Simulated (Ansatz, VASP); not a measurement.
Y in VASP and in Ansatz

The input INCAR:

```
PREC = Accurate
ENCUT = 600
EDIFF = 1E-6
ISMEAR = -1
SIGMA = 0.15
LREAL = False
LASPH = True
NELM = 60
ALGO = Fast
ISIF = 3
LWAVE = False
LCHARG = False
GGA = PS
IBRION = 2
NSW = 80
EDIFFG = -0.001
```

Contents of KPOINTS:

```
Automatic mesh
0
Gamma
  15 15 8
```

POSCAR

```
Y
1.0
    3.5978211078      0.0000000000      0.0000000000
   -1.7989105539      3.1158044777      0.0000000000
    0.0000000000      0.0000000000      5.5845827573
Y
2
Direct
    0.3333333333      0.6666666667      0.2500000000
    0.6666666667      0.3333333333      0.7500000000
```

Input for Ansatz:

```yaml
crystal:
  lattice:
    - [3.5978211078, 0.0, 0.0]
    - [-1.7989105539, 3.1158044777, 0.0]
    - [0.0, 0.0, 5.5845827573]
  atoms:
    - { symbol: "Y", position: [0.3333333333, 0.6666666667, 0.25] }
    - { symbol: "Y", position: [0.6666666667, 0.3333333333, 0.75] }
basis:
  ecutwfc: 420
kpoints:
  mp_grid: { grid: [15, 15, 8] }
hamiltonian:
  xc: pbesol
scf:
  occupations: { method: fermi_dirac, width: 0.15 }
output:
  forces: true
  stress: true
  eigenvalues: true
relax:
  adjacent_minimum: "off"
  f_tol: 0.001
  max_steps: 60
  cell: { stress_tol: 0.01 }
```

Alike in both runs: task relaxation of cell and atoms; functional PBEsol; k mesh 15 × 15 × 8; occupations fermi-dirac, width 0.15 eV; no spin polarisation.

```csv
,VASP,Ansatz
version,VASP 6.6.1,Ansatz 0.2.0
potentials or method,"VASP PAW PBE potentials, release 64 (Y_sv), cutoff 600 eV","scalar-relativistic, plane waves, PAW"
valence electrons in the cell,22,22
```

Ansatz gave:

```
gap on the k mesh at the Fermi level, each at its own relaxed structure (eV) : none
relaxed volume (Å³/atom)                                                     : 31.47
relaxed length of the cell vector where the two differ most in proportion (Å)              : 3.592
```

Task: Which values does VASP return?

Result: gap on the k mesh at the Fermi level, each at its own relaxed structure (eV): none; relaxed volume (Å³/atom): 31.36; relaxed length of the cell vector where the two differ most in proportion (Å): 3.588.

VASP's potentials were made for PBE, not for PBEsol. A gap of «none» marks a metal or a gap that the smearing closes.
